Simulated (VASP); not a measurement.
Input of a VASP 6.6.1 run:

Contents of INCAR:

```
SYSTEM = K4Cl
  PREC = Accurate
  ENCUT = 520
  EDIFF = 1E-6
  ISMEAR = 0
  SIGMA = 0.1
  LREAL = .False.
  LASPH = .True.
  NELM = 100
  ALGO = Normal
  ISIF = 2
  LWAVE = .False.
  LCHARG = .False.
  GGA = PE
  NBANDS = 30
```

KPOINTS

```
regular mesh
0
Gamma
  4 4 4
  0 0 0
```

POSCAR

```
K4Cl
1.0
    6.7513771700      0.0000000000      0.0000000000
    0.0000000000      6.7513771700      0.0000000000
    0.0000000000      0.0000000000      6.7513771700
K Cl
4 1
Direct
    0.2500000000      0.2500000000      0.2500000000
    0.7500000000      0.7500000000      0.2500000000
    0.7500000000      0.2500000000      0.7500000000
    0.2500000000      0.7500000000      0.7500000000
    0.0000000000      0.0000000000      0.0000000000
```

Potentials or basis: VASP PAW PBE potentials, release 64 (K_sv, Cl).

Run with:

```bash
$ cat potpaw_PBE.64/K_sv/POTCAR potpaw_PBE.64/Cl/POTCAR > POTCAR
$ mpirun -np 1 vasp_std > vasp.out
```

(1) Predict the band gap on the k mesh.

(2) Estimate the pressure.

Results:

(1) zero (an odd number of electrons rules out a gap without spin polarisation).

(2) 0.5 GPa.

Caveat: the cell differs from its parent crystal (atoms taken out); an odd number of electrons without spin polarisation forces a metal; a magnetic or distorted state may lie lower.
